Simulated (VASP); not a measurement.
# ZrNb2N4 (P1) in VASP: single point with PBE

Aim: the single point of ZrNb2N4 with PBE.

Everything below comes from runs of VASP 6.6.1. Logs are shortened: lines on timing, memory, paths and dates and some standing lists are left out, and cuts for length are marked.

## (1) The cell of the first run

The typed cell holds 7 atoms: a = 3.136 Å, b = 5.262 Å, c = 5.497 Å, α = 107.80°, β = 90.01°, γ = 89.99°.

## (2) Single point, PBE

Input file INCAR:

```
SYSTEM = ZrNb2N4
PREC = Accurate ; ENCUT = 520
EDIFF = 1E-6 ; ISMEAR = 0
SIGMA = 0.2 ; LREAL = .False.
LASPH = .True. ; NELM = 100
ALGO = Normal ; ISIF = 2
LWAVE = .False. ; LCHARG = .False.
GGA = PE ; NBANDS = 38
```

Input file KPOINTS:

```
regular mesh
0
Gamma
  8 4 4
  0 0 0
```

Input file POSCAR:

```
ZrNb2N4
1.0
   -0.0001866012     -3.1359535082      0.0002021119
   -5.2616623383     -0.0003381012     -0.0073027340
    1.6873666990      0.0002101301     -5.2319813862
Zr Nb N
1 2 4
Direct
    0.4999527584      0.9985432980      0.5006280791
    1.0000167789      1.0018472193      1.0018013503
    0.5000260089      0.5007702553     -0.0014926082
    0.5000232515      0.2290896394      0.2187595765
    0.9999312323      0.7474430084      0.2427099472
    1.0000511842      0.2522600319      0.7566679355
    0.4999987858      0.7700465478      0.7809257196
```

Potentials or basis: VASP PAW PBE potentials, release 64 (Zr_sv, Nb_sv, N).

The run is started by

```sh
$ cat potpaw_PBE.64/Zr_sv/POTCAR potpaw_PBE.64/Nb_sv/POTCAR potpaw_PBE.64/N/POTCAR > POTCAR
$ mpirun -np 1 vasp_std > vasp.out
```

OUTCAR:

```text
SYSTEM = ZrNb2N4
   PREC = Accurate
   ENCUT = 520
   EDIFF = 1E-6
   ISMEAR = 0
   LREAL = .False.
   LASPH = .True.
   NELM = 100
   ISIF = 2
   GGA = PE

 ion  position               nearest neighbor table
   1  0.500  0.999  0.501-   7 2.23   4 2.24   5 2.25   5 2.25   6 2.25   6 2.25   2 3.16   2 3.16
                             2 3.17   2 3.17   3 3.17   3 3.17
   2  0.000  0.002  0.002-   4 2.11   4 2.11   7 2.12   7 2.12   5 2.15   6 2.15   1 3.16   1 3.16
                             1 3.17   1 3.17
   3  0.500  0.501  0.999-   7 2.12   4 2.14   6 2.21   6 2.21   5 2.21   5 2.21   1 3.17   1 3.17

   4  0.500  0.229  0.219-   2 2.11   2 2.11   3 2.14   1 2.24
   5  1.000  0.747  0.243-   2 2.15   3 2.21   3 2.21   1 2.25   1 2.25
   6  0.000  0.252  0.757-   2 2.15   3 2.21   3 2.21   1 2.25   1 2.25
   7  0.500  0.770  0.781-   3 2.12   2 2.12   2 2.12   1 2.23

  LATTYP: Found a triclinic cell.
 ALAT       =     6.1256370885
 B/A-ratio  =     1.6775767424
 C/A-ratio  =     0.5119391624
 COS(alpha) =     0.0000636132
 COS(beta)  =     0.5120453913
 COS(gamma) =     0.7392112821

  Lattice vectors:

 A1 = (  -5.2618489395,  -3.1362916094,  -0.0071006221)
 A2 = (  -8.8359579776,  -0.0004660723,  -5.2465868542)
 A3 = (  -0.0001866012,  -3.1359535082,   0.0002021119)

Analysis of symmetry for initial positions (statically):
=====================================================================
 Subroutine PRICEL returns:
 Original cell was already a primitive cell.

 Routine SETGRP: Setting up the symmetry group for a
 triclinic supercell.

 Subroutine GETGRP returns: Found  1 space group operations
 (whereof  1 operations were pure point group operations)
 out of a pool of  2 trial point group operations.

The static configuration has the point symmetry C_1 .

Analysis of symmetry for dynamics (positions and initial velocities):
=====================================================================
 Subroutine PRICEL returns:
 Original cell was already a primitive cell.

 Routine SETGRP: Setting up the symmetry group for a
 triclinic supercell.

 Subroutine GETGRP returns: Found  1 space group operations
 (whereof  1 operations were pure point group operations)
 out of a pool of  2 trial point group operations.

The dynamic configuration has the point symmetry C_1 .

 Subroutine INISYM returns: Found  1 space group operations
 (whereof  1 operations are pure point group operations),
[... 109 lines left out ...]
   NSW    =      0    number of steps for IOM
   IBRION =     -1    ionic relax: 0-MD 1-quasi-New 2-CG
   NFREE  =      0    steps in history (QN), initial steepest desc. (CG)
   ISIF   =      2    stress and relaxation
   ISYM   =      2    0-nonsym 1-usesym 2-fastsym
   POTIM  = 0.5000    time-step for ionic-motion
   TEBEG  =    0.0;   TEEND  =   0.0 temperature during run
   PSTRESS=    0.0 pullay stress
   NELECT =      58.0000    total number of electrons
   NUPDOWN=      -1.0000    fix difference up-down
   EMIN   =  10.00;   EMAX   =-10.00  energy-range for DOS
   EFERMI =   0.00;   METHOD = LEGACY
   ISMEAR =     0;   SIGMA  =   0.20  broadening in eV -4-tet -1-fermi 0-gaus
   EFERMI_NEDOS =   21; number of points for ismear=-14 and -15
   IALGO  =     38    algorithm
   IMIX   =      4    mixing-type and parameters
     AMIX     =   0.40;   BMIX     =  1.00
     AMIX_MAG =   1.60;   BMIX_MAG =  1.00
  volume/ion in A,a.u.               =      12.34        83.26
  Fermi-wavevector in a.u.,A,eV,Ry     =   1.433617  2.709143 27.963476  2.055257
  Thomas-Fermi vector in A             =   2.553115
   LORBIT       =      0    0 simple, 1 ext, 2 COOP (PROOUT), +10 PAW based schemes
   GGA     = PE    functional components
   LHFCALC =     F    Hartree Fock is set to
   AEXX    =    0.0000 exact exchange contribution
   IVDW    =     0    specifies the selected vdW correction
   LEPSILON=     F    determine dielectric tensor
   LRPA    =     F    only Hartree local field effects (RPA)
 non-spin polarized calculation
 Gauss-broadening in eV      SIGMA  =   0.20
  energy-cutoff  :      520.00
  volume of cell :       86.37
 maximum number of plane-waves:      2344
   NGX = 11   NGY = 19   NGZ = 21

 number of electron      57.9999998 magnetization

 Free energy of the ion-electron system (eV)
  ---------------------------------------------------
  ext. energy  EPLUGINS =         0.00000000
  ---------------------------------------------------
  free energy    TOTEN  =       -70.36413944 eV

  energy without entropy =      -70.31353588  energy(sigma->0) =      -70.33883766

 E-fermi :   9.4009     XC(G=0): -11.7904

 val. band max:        9.3912472663   @ k =  -0.3750   0.2500   0.0000
 cond. band min:       9.4084884421   @ k =  -0.2500  -0.2500   0.2500
 fundamental gap:      0.0172411759
 Fermi energy:         9.4008942349

 k-point     1 :       0.0000    0.0000    0.0000
  band No.  band energies     occupation
      1     -46.7044      2.00000
      2     -46.5754      2.00000
      3     -39.9612      2.00000
      4     -23.2993      2.00000
      5     -22.8430      2.00000
      6     -22.6465      2.00000
[... 973 lines left out ...]
     37      13.2599      0.00000
     38      13.9923      0.00000

 [... further k-points ...]

------------------------ aborting loop because EDIFF is reached ----------------------------------------

  FORCE on cell =-STRESS in cart. coord.  units (eV):
  Direction    XX          YY          ZZ          XY          YZ          ZX
  --------------------------------------------------------------------------------------
  -------------------------------------------------------------------------------------
  Total       -0.1799393     -0.1641059     -0.1385591     -0.0105522      0.0050174     -0.0272245
  in kB       -3.3379776     -3.0442596     -2.5703521     -0.1957485      0.0930757     -0.5050311
  external PRESSURE =      -2.9841964 kB  Pullay stress =       0.0000000 kB

 VOLUME and BASIS-vectors are now :
 -----------------------------------------------------------------------------
  energy-cutoff  :      520.00
  volume of cell :       86.37
      direct lattice vectors                 reciprocal lattice vectors
    -0.000186601 -3.135953508  0.000202112     0.000020499 -0.318882280 -0.000006196
    -5.261662338 -0.000338101 -0.007302734    -0.189968972  0.000007355 -0.061266907
     1.687366699  0.000210130 -5.231981386     0.000265157 -0.000012329 -0.191046663

 POSITION                                       TOTAL-FORCE (eV/Angst)
 -----------------------------------------------------------------------------------
     -4.40935     -1.56806     -2.62647        -0.003844     -0.001127     -0.000806
     -0.00668     -0.00005     -0.00944        -0.004648      0.000374      0.001414
     -0.95013     -1.56802     -5.22773        -0.000304      0.000337      0.001542
     -0.83636     -1.56808     -1.14612         0.002347      0.000780      0.042473
     -3.52344     -3.13594     -1.27511         0.010070     -0.002999      0.030820
     -0.05053     -0.00009     -3.96071        -0.002056      0.002859     -0.032222
     -2.73411     -1.56807     -4.09131        -0.001565     -0.000223     -0.043221
 -----------------------------------------------------------------------------------
    total drift:                               -0.000001     -0.000007      0.000090

  FREE ENERGIE OF THE ION-ELECTRON SYSTEM (eV)
  ---------------------------------------------------
  free  energy   TOTEN  =       -70.3641394427 eV

  energy  without entropy=      -70.3135358757  energy(sigma->0) =      -70.33883766
```

Wall time 4.8 min (1 thread of Intel Xeon 8259CL, shared host); peak memory 0.32 GiB.

What came out:

```yaml
Free_energy: -70.3641 eV
Pressure: -0.3 GPa
Largest_force: 0.043 eV/Å
Band_gap_on_the_k_mesh: zero (bands 29 and 30 overlap by 2.22 eV)
```

Forces on the atoms (eV/Å):
```
Zr  -0.004 -0.001 -0.001
Nb  -0.005  0.000  0.001
Nb   0.000  0.000  0.002
N    0.002  0.001  0.042
N    0.010 -0.003  0.031
N   -0.002  0.003 -0.032
N   -0.002  0.000 -0.043
```

Stress tensor (GPa, compression positive):
```
-0.33 -0.02 -0.05
-0.02 -0.30  0.01
-0.05  0.01 -0.26
```
